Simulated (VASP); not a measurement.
# Fe3Ge (Pm-3m) in VASP: single point with LDA

Aim: the single point of Fe3Ge with LDA.

Everything below comes from runs of VASP 6.6.1. Logs are shortened: lines on timing, memory, paths and dates and some standing lists are left out, and cuts for length are marked.

## Step 1: The cell of the first run

Symmetry: Pm-3m, No. 221, cubic system. Conventional cell: a = 3.661 Å, b = 3.661 Å, c = 3.661 Å, α = 90.00°, β = 90.00°, γ = 90.00°. Within 3.4 Å of Fe (site symmetry 4/mmm) lie 8 Fe at 2.59 Å and 4 Ge at 2.59 Å. Ge (site symmetry m-3m) has 12 Fe at 2.59 Å within 3.4 Å.

## Step 2: Single point, LDA, collinear spin, ferromagnetic start

Contents of INCAR:

```
SYSTEM = Fe3Ge
PREC = Accurate ; ENCUT = 520
EDIFF = 1E-6 ; ISMEAR = -1
SIGMA = 0.03 ; LREAL = .False.
LASPH = .True. ; NELM = 150
ALGO = Normal ; ISIF = 2
LWAVE = .False. ; LCHARG = .False.
ISPIN = 2 ; MAGMOM = 2.1 2.1 2.1 0
LORBIT = 11 ; LMAXMIX = 4
GGA = CA ; NBANDS = 31
```

Contents of KPOINTS:

```
regular mesh
0
Gamma
  8 8 8
  0 0 0
```

Contents of POSCAR:

```
Fe3Ge
1.0
    3.6605005200      0.0000000000      0.0000000000
    0.0000000000      3.6605005200      0.0000000000
    0.0000000000      0.0000000000      3.6605005200
Fe Ge
3 1
Direct
    0.0000000000      0.5000000000      0.5000000000
    0.5000000000      0.5000000000      0.0000000000
    0.5000000000      0.0000000000      0.5000000000
    0.0000000000      0.0000000000      0.0000000000
```

Potentials or basis: VASP PAW LDA potentials, release 64 (Fe, Ge_d).

Run with:

```
> cat potpaw_LDA.64/Fe/POTCAR potpaw_LDA.64/Ge_d/POTCAR > POTCAR
> mpirun -np 1 vasp_std > vasp.out
```

OUTCAR:

```text
SYSTEM = Fe3Ge
   PREC = Accurate
   ENCUT = 520
   EDIFF = 1E-6
   ISMEAR = -1
   LREAL = .False.
   LASPH = .True.
   NELM = 150
   ISIF = 2
   ISPIN = 2
   LORBIT = 11
   GGA = CA

 ion  position               nearest neighbor table
   1  0.000  0.500  0.500-   2 2.59   3 2.59   4 2.59   2 2.59   4 2.59   3 2.59   4 2.59   4 2.59
                             2 2.59   3 2.59   2 2.59   3 2.59
   2  0.500  0.500  0.000-   1 2.59   3 2.59   4 2.59   1 2.59   3 2.59   3 2.59   4 2.59   3 2.59
                             1 2.59   4 2.59   1 2.59   4 2.59
   3  0.500  0.000  0.500-   1 2.59   2 2.59   4 2.59   2 2.59   4 2.59   1 2.59   2 2.59   2 2.59
                             1 2.59   4 2.59   4 2.59   1 2.59
   4  0.000  0.000  0.000-   1 2.59   2 2.59   3 2.59   1 2.59   3 2.59   1 2.59   2 2.59   1 2.59
                             2 2.59   3 2.59   3 2.59   2 2.59

  LATTYP: Found a simple cubic cell.
 ALAT       =     3.6605005200

  Lattice vectors:

 A1 = (   3.6605005200,   0.0000000000,   0.0000000000)
 A2 = (   0.0000000000,   3.6605005200,   0.0000000000)
 A3 = (   0.0000000000,   0.0000000000,   3.6605005200)

Analysis of symmetry for initial positions (statically):
=====================================================================
 Subroutine PRICEL returns:
 Original cell was already a primitive cell.

 Routine SETGRP: Setting up the symmetry group for a
 simple cubic supercell.

 Subroutine GETGRP returns: Found 48 space group operations
 (whereof 48 operations were pure point group operations)
 out of a pool of 48 trial point group operations.

The static configuration has the point symmetry O_h .

Analysis of symmetry for dynamics (positions and initial velocities):
=====================================================================
 Subroutine PRICEL returns:
 Original cell was already a primitive cell.

 Routine SETGRP: Setting up the symmetry group for a
 simple cubic supercell.

 Subroutine GETGRP returns: Found 48 space group operations
 (whereof 48 operations were pure point group operations)
 out of a pool of 48 trial point group operations.

The dynamic configuration has the point symmetry O_h .

Analysis of structural, dynamic, and magnetic symmetry:
=====================================================================
 Subroutine PRICEL returns:
 Original cell was already a primitive cell.

 Routine SETGRP: Setting up the symmetry group for a
 simple cubic supercell.

 Subroutine GETGRP returns: Found 48 space group operations
 (whereof 48 operations were pure point group operations)
 out of a pool of 48 trial point group operations.

The overall configuration has the point symmetry O_h .

 Subroutine INISYM returns: Found 48 space group operations
 (whereof 48 operations are pure point group operations),
 and found     1 'primitive' translations

----------------------------------------------------------------------------------------

                                     Primitive cell

  volume of cell :      49.0480

  direct lattice vectors                    reciprocal lattice vectors
     3.660500520  0.000000000  0.000000000     0.273186684  0.000000000  0.000000000
     0.000000000  3.660500520  0.000000000     0.000000000  0.273186684  0.000000000
     0.000000000  0.000000000  3.660500520     0.000000000  0.000000000  0.273186684

  length of vectors
     3.660500520  3.660500520  3.660500520     0.273186684  0.273186684  0.273186684

  position of ions in fractional coordinates (direct lattice)
     0.000000000  0.500000000  0.500000000
     0.500000000  0.500000000  0.000000000
     0.500000000  0.000000000  0.500000000
     0.000000000  0.000000000  0.000000000

  ion indices of the primitive-cell ions
   primitive index   ion index
                 1           1
                 2           2
                 3           3
                 4           4

----------------------------------------------------------------------------------------

 KPOINTS: regular mesh

Automatic generation of k-mesh.
 Grid dimensions read from file:
 generate k-points for:    8    8    8

 Generating k-lattice:

  Cartesian coordinates                     Fractional coordinates (reciprocal lattice)
     0.034148336  0.000000000  0.000000000     0.125000000  0.000000000  0.000000000
     0.000000000  0.034148336  0.000000000     0.000000000  0.125000000  0.000000000
     0.000000000  0.000000000  0.034148336     0.000000000  0.000000000  0.125000000

  Length of vectors
     0.034148336  0.034148336  0.034148336

  Shift w.r.t. Gamma in fractional coordinates (k-lattice)
     0.000000000  0.000000000  0.000000000

 Subroutine IBZKPT returns following result:
 ===========================================

 Found     35 irreducible k-points:

 Following reciprocal coordinates:
            Coordinates               Weight
  0.000000  0.000000  0.000000      1.000000
  0.125000  0.000000  0.000000      6.000000
  0.250000  0.000000  0.000000      6.000000
  0.375000  0.000000  0.000000      6.000000
  0.500000  0.000000  0.000000      3.000000
  0.125000  0.125000  0.000000     12.000000
[... 16 lines left out ...]
  0.375000  0.375000  0.125000     24.000000
  0.500000  0.375000  0.125000     24.000000
 [... further k-points ...]
   k-points           NKPTS =     35   k-points in BZ     NKDIM =     35   number of bands    NBANDS=     31
   number of dos      NEDOS =    301   number of ions     NIONS =      4
   total plane-waves  NPLWV =  21952
   dimension x,y,z NGX =    28 NGY =   28 NGZ =   28
   dimension x,y,z NGXF=    56 NGYF=   56 NGZF=   56
   ions per type =               3   1
   NGX,Y,Z   is equivalent  to a cutoff of  12.72, 12.72, 12.72 a.u.
   NGXF,Y,Z  is equivalent  to a cutoff of  25.43, 25.43, 25.43 a.u.
 SYSTEM =  Fe3Ge
   PREC   = accura    normal or accurate (medium, high low for compatibility)
   ISTART =      0    job   : 0-new  1-cont  2-samecut
   ICHARG =      2    charge: 1-file 2-atom 10-const
   ISPIN  =      2    spin polarized calculation?
   LNONCOLLINEAR =      F non collinear calculations
   LSORBIT =      F    spin-orbit coupling
   LASPH  =      T    aspherical Exc in radial PAW
   ENCUT  =  520.0 eV  38.22 Ry    6.18 a.u.   6.81  6.81  6.81*2*pi/ulx,y,z
   NELM   =    150;   NELMIN=  2; NELMDL= -5     # of ELM steps
   EDIFF  = 0.1E-05   stopping-criterion for ELM
   LREAL  =      F    real-space projection
   EDIFFG = 0.1E-04   stopping-criterion for IOM
   NSW    =      0    number of steps for IOM
   IBRION =     -1    ionic relax: 0-MD 1-quasi-New 2-CG
   NFREE  =      0    steps in history (QN), initial steepest desc. (CG)
   ISIF   =      2    stress and relaxation
   ISYM   =      2    0-nonsym 1-usesym 2-fastsym
   POTIM  = 0.5000    time-step for ionic-motion
   TEBEG  =    0.0;   TEEND  =   0.0 temperature during run
   PSTRESS=    0.0 pullay stress
   NELECT =      38.0000    total number of electrons
   NUPDOWN=      -1.0000    fix difference up-down
   EMIN   =  10.00;   EMAX   =-10.00  energy-range for DOS
   EFERMI =   0.00;   METHOD = LEGACY
   ISMEAR =    -1;   SIGMA  =   0.03  broadening in eV -4-tet -1-fermi 0-gaus
   EFERMI_NEDOS =   21; number of points for ismear=-14 and -15
   IALGO  =     38    algorithm
   IMIX   =      4    mixing-type and parameters
     AMIX     =   0.40;   BMIX     =  1.00
     AMIX_MAG =   1.60;   BMIX_MAG =  1.00
  volume/ion in A,a.u.               =      12.26        82.75
  Fermi-wavevector in a.u.,A,eV,Ry     =   1.503588  2.841370 30.759742  2.260777
  Thomas-Fermi vector in A             =   2.614679
   LORBIT       =     11    0 simple, 1 ext, 2 COOP (PROOUT), +10 PAW based schemes
   GGA     = CA    functional components
   LHFCALC =     F    Hartree Fock is set to
   AEXX    =    0.0000 exact exchange contribution
   IVDW    =     0    specifies the selected vdW correction
   LEPSILON=     F    determine dielectric tensor
   LRPA    =     F    only Hartree local field effects (RPA)
 spin polarized calculation
  energy-cutoff  :      520.00
  volume of cell :       49.05
 maximum number of plane-waves:      1357
 NGX is ok and might be reduce to    28
   NGX = 13   NGY = 13   NGZ = 13

 number of electron      38.0000022 magnetization       6.2465607

 Free energy of the ion-electron system (eV)
  ---------------------------------------------------
  ext. energy  EPLUGINS =         0.00000000
  ---------------------------------------------------
  free energy    TOTEN  =       -33.11637421 eV

  energy without entropy =      -33.10559365  energy(sigma->0) =      -33.11098393

 E-fermi :   7.0210     XC(G=0): -13.2317

 val. band max:        7.0085778556   @ k =   0.1250   0.0000   0.0000
 cond. band min:       7.0217746451   @ k =   0.5000   0.5000   0.2500
 fundamental gap:      0.0131967894
 Fermi energy:         7.0209650144

 spin component 1

 k-point     1 :       0.0000    0.0000    0.0000
  band No.  band energies     occupation
      1     -17.7974      1.00000
      2     -17.7974      1.00000
      3     -17.7920      1.00000
      4     -17.7920      1.00000
      5     -17.7920      1.00000
      6      -5.0576      1.00000
[... 805 lines left out ...]
     30      18.1823      0.00000
     31      18.8059      0.00000

 [... further k-points ...]

 spin component 2

 k-point     1 :       0.0000    0.0000    0.0000
  band No.  band energies     occupation
      1     -17.8170      1.00000
      2     -17.8170      1.00000
      3     -17.8098      1.00000
      4     -17.8098      1.00000
      5     -17.8098      1.00000
      6      -4.9286      1.00000
[... 805 lines left out ...]
     30      18.7786      0.00000
     31      19.1962      0.00000

 [... further k-points ...]

------------------------ aborting loop because EDIFF is reached ----------------------------------------

  FORCE on cell =-STRESS in cart. coord.  units (eV):
  Direction    XX          YY          ZZ          XY          YZ          ZX
  --------------------------------------------------------------------------------------
  -------------------------------------------------------------------------------------
  Total       -5.6357504     -5.6357504     -5.6357504      0.0000000     -0.0000000      0.0000000
  in kB     -184.0945425   -184.0945425   -184.0945425      0.0000000     -0.0000000      0.0000000
  external PRESSURE =    -184.0945425 kB  Pullay stress =       0.0000000 kB

 VOLUME and BASIS-vectors are now :
 -----------------------------------------------------------------------------
  energy-cutoff  :      520.00
  volume of cell :       49.05
      direct lattice vectors                 reciprocal lattice vectors
     3.660500520  0.000000000  0.000000000     0.273186684  0.000000000  0.000000000
     0.000000000  3.660500520  0.000000000     0.000000000  0.273186684  0.000000000
     0.000000000  0.000000000  3.660500520     0.000000000  0.000000000  0.273186684

 POSITION                                       TOTAL-FORCE (eV/Angst)
 -----------------------------------------------------------------------------------
      0.00000      1.83025      1.83025         0.000000      0.000000      0.000000
      1.83025      1.83025      0.00000         0.000000      0.000000      0.000000
      1.83025      0.00000      1.83025         0.000000      0.000000      0.000000
      0.00000      0.00000      0.00000         0.000000      0.000000      0.000000
 -----------------------------------------------------------------------------------
    total drift:                               -0.000000      0.000000      0.000000

  FREE ENERGIE OF THE ION-ELECTRON SYSTEM (eV)
  ---------------------------------------------------
  free  energy   TOTEN  =       -33.1163742116 eV

  energy  without entropy=      -33.1055936483  energy(sigma->0) =      -33.11098393

 total charge

# of ion       s       p       d       tot
------------------------------------------
    1        0.429   0.491   6.304   7.223
    2        0.429   0.491   6.304   7.223
    3        0.429   0.491   6.304   7.223
    4        1.095   1.277  10.102  12.474
--------------------------------------------------
tot          2.382   2.748  29.014  34.144

 magnetization (x)

# of ion       s       p       d       tot
------------------------------------------
    1        0.001  -0.001   2.096   2.096
    2        0.001  -0.001   2.096   2.096
    3        0.001  -0.001   2.096   2.096
    4        0.004  -0.125   0.011  -0.110
--------------------------------------------------
tot          0.006  -0.128   6.300   6.178
```

Run time: 2 min. Hardware: 1 thread of Intel Xeon 8259CL, shared host; peak memory 0.2 GiB.

Results:

```yaml
Free_energy: -33.1164 eV
Pressure: -18.4 GPa
Net_moment: 6.25 μB per cell
Site_moments: Fe +2.10; Ge -0.11 μB
Valence_electrons_inside_the_program's_atomic_spheres: Fe 7.22; Ge 12.47
```

Caveat: the cell stands under tension.
